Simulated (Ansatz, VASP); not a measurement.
**Two plane-wave programs on KBr**

```xyz
4
Lattice="5.3159 0.0000 0.0000 -2.6579 4.6037 0.0000 0.0000 0.0000 6.6308" Properties=species:S:1:pos:R:3 pbc="T T T"
K     0.0000    3.0691    1.6577
K     2.6579    1.5346    4.9731
Br    2.6579    1.5346    1.6577
Br    0.0000    3.0691    4.9731
```

Change from the starting cell: epitaxial_xy strain -5.4%.

Alike in both runs: task single point; functional PBE; k mesh 6 × 6 × 4; occupations fermi-dirac, width 0.02 eV; no spin polarisation.

|  | VASP | Ansatz |
| --- | --- | --- |
| version | VASP 6.6.1 | Ansatz 0.2.0 |
| potentials or method | VASP PAW PBE potentials, release 64 (K_sv, Br) | plane waves, PAW |
| plane-wave cutoff (eV) | 520 | 420 |
| valence electrons in the cell | 32 | 32 |

|  | VASP | Ansatz | Ansatz less VASP |
| --- | --- | --- | --- |
| gap on the k mesh at the Fermi level (eV) | 4.35 | 4.35 | +0.001 |
| pressure (GPa) | 2.0 | 2.0 | -0.05 |
| traceless stress, the component that is largest in VASP (GPa) | -1.36 | -1.34 | +0.018 |
